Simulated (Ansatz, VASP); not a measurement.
## MgS in VASP and in Ansatz

```
CELL_PARAMETERS angstrom
0.00000 2.59084 2.55206
2.59084 0.00000 2.55206
2.59084 2.59084 0.00000
ATOMIC_POSITIONS crystal
Mg 0.00000 0.00000 0.00000
S 0.50000 0.50000 0.50000
```

Change from the starting cell: strained cell.

Alike in both runs: functional LDA; k mesh 6 × 6 × 6; occupations gaussian, width 0.02 eV; no spin polarisation.

Ansatz relaxed the structure, and its values are those at the end. VASP's run is a single point on that final structure, the one shown.

|  | VASP | Ansatz |
| --- | --- | --- |
| version | VASP 6.6.1 | Ansatz 0.2.0 |
| potentials or method | VASP PAW LDA potentials, release 64 (Mg, S), cutoff 600 eV | scalar-relativistic, plane waves, PAW |
| valence electrons in the cell | 8 | 16 |

```tsv
	VASP	Ansatz	Ansatz less VASP
gap on the k mesh at the Fermi level (eV)	2.54	2.54	+0.002
least direct gap on the mesh (eV)	3.69	3.68	-0.012
pressure (GPa)	-1.7	-1.2	+0.59
```

Ansatz warns that its potentials were made for another functional, while VASP's fit it. LDA's correlation is that of Perdew and Zunger in VASP and of Perdew and Wang (1992) in Ansatz. VASP's potentials hold 8 valence electrons a cell and Ansatz's 16, so a difference there can come from the potentials and not from the codes. Ansatz's warnings: stress scf threshold loose.
